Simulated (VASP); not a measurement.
Input of a VASP 6.6.1 run:

The input INCAR:

```
SYSTEM = Co
PREC = Accurate
ENCUT = 520
EDIFF = 1E-6
ISMEAR = -1
SIGMA = 0.1
LREAL = .FALSE.
LASPH = .TRUE.
NELM = 100
ALGO = Normal
ISIF = 2
LWAVE = .FALSE.
LCHARG = .TRUE.
GGA = RE
LELF = .TRUE.
LVHAR = .TRUE.
NBANDS = 10
```

Contents of KPOINTS:

```
regular mesh
0
G
  15 15 15
  0 0 0
```

File POSCAR:

```
Co
1.0
    2.3596390473      0.0000000000      0.0000000000
    0.0000000000      2.3596390473      0.0000000000
    0.0000000000      0.0000000000      2.3596390473
Co
1
Direct
    0.0000000000      0.0000000000      0.0000000000
```

Potentials or basis: VASP PAW PBE potentials, release 64 (Co).

Launch:

```bash
$ cat potpaw_PBE.64/Co/POTCAR > POTCAR
$ mpirun -np 1 vasp_std > vasp.out
```

(1) Predict the pressure.

## Answers

(1) -11.1 GPa.

Caveat: the PAW data sets were made with another functional, which shifts forces and pressure a little; the run has no spin polarisation, though such a crystal can be magnetic.
